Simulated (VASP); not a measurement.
Input of a VASP 6.6.1 run:

Contents of INCAR:

```
SYSTEM = Mo
PREC     = Accurate       ! precision mode
ENCUT    = 520            ! plane-wave cutoff, eV
EDIFF    = 1E-8           ! SCF threshold, eV
ISMEAR   = 0              ! smearing method
SIGMA    = 0.05           ! smearing width, eV
LREAL    = .FALSE.        ! projectors in reciprocal space
LASPH    = .TRUE.         ! aspherical terms in the spheres
NELM     = 100            ! most SCF steps
ALGO     = Normal         ! electronic algorithm
ISIF     = 2              ! what is computed and relaxed
LWAVE    = .FALSE.        ! write WAVECAR
LCHARG   = .FALSE.        ! write CHGCAR
GGA      = PE             ! functional
LEFG     = .TRUE.       
NBANDS   = 13             ! bands
```

File KPOINTS:

```
Automatic mesh
0
G
  20 20 20
  0 0 0
```

POSCAR

```
Mo
1.0
   -1.5734150000      1.5734150000      1.5734150000
    1.5734150000     -1.5734150000      1.5734150000
    1.5734150000      1.5734150000     -1.5734150000
Mo
1
Direct
    0.0000000000      0.0000000000      0.0000000000
```

Potentials or basis: VASP PAW PBE potentials, release 64 (Mo_sv).

The run is started by

```sh
$ cat potpaw_PBE.64/Mo_sv/POTCAR > POTCAR
$ mpirun -np 1 vasp_std > vasp.out
```

(1) What does it give for the band gap on the k mesh?

(2) What does it give for the pressure?

Answers

(1) zero (band 7 reaches 16.64 eV, above the bottom of band 8 at 11.27 eV).

(2) 4.2 GPa.

Caveat: without QUAD_EFG the Cq values of the log hold for a quadrupole moment of 1 mb, not for the nuclei.
